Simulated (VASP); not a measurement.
**Cs: single point with r2SCAN**

Cs:

```
Cs
1.0
     5.43056    0.00000    0.00000
    -2.71528    4.70300    0.00000
     0.00000    0.00000    8.94054
Cs
2
Direct
  0.33333 0.66667 0.25000
  0.66667 0.33333 0.75000
```

This isn't the form of Cs at room conditions, which is bcc.

```
Program             : VASP 6.6.1
Task                : single point
Functional          : r2SCAN
Potentials or basis : VASP PAW PBE potentials, release 64 (Cs_sv)
Cutoff              : 520 eV
k mesh              : 8 × 8 × 4
Occupations         : fermi-dirac, width 0.1 eV
Spin                : no spin polarisation
```

- Pressure: 0.2 GPa
- Band gap on the k mesh: zero (bands 9 and 10 overlap by 1.75 eV)

Levels at points of the mesh, in eV from the Fermi level:
```tsv
k point	band 5	band 6	band 7	band 8	band 9	band 10	band 11	band 12	band 13	band 14
(0.00, 0.00, 0.00)	-11.17	-11.15	-11.15	-11.15	-1.78	0.04	0.66	2.68	2.68	2.68
(0.50, 0.00, 0.00)	-11.22	-11.20	-11.18	-11.17	0.06	0.30	0.78	1.04	1.75	2.20
(0.00, 0.00, 0.50)	-11.16	-11.16	-11.16	-11.16	-1.13	-1.13	1.76	1.76	2.70	2.70
(0.50, 0.00, 0.50)	-11.19	-11.19	-11.18	-11.18	0.21	0.21	0.91	0.91	1.83	1.83
```

Wall time 9.5 min on 1 thread of Oxide Virtual Turin-like Processor (shared host), peak memory 0.37 GiB.

Caveat: the PAW data sets were made with another functional, which shifts forces and pressure a little; spin-orbit coupling is left out, which moves the levels of the heavy elements.
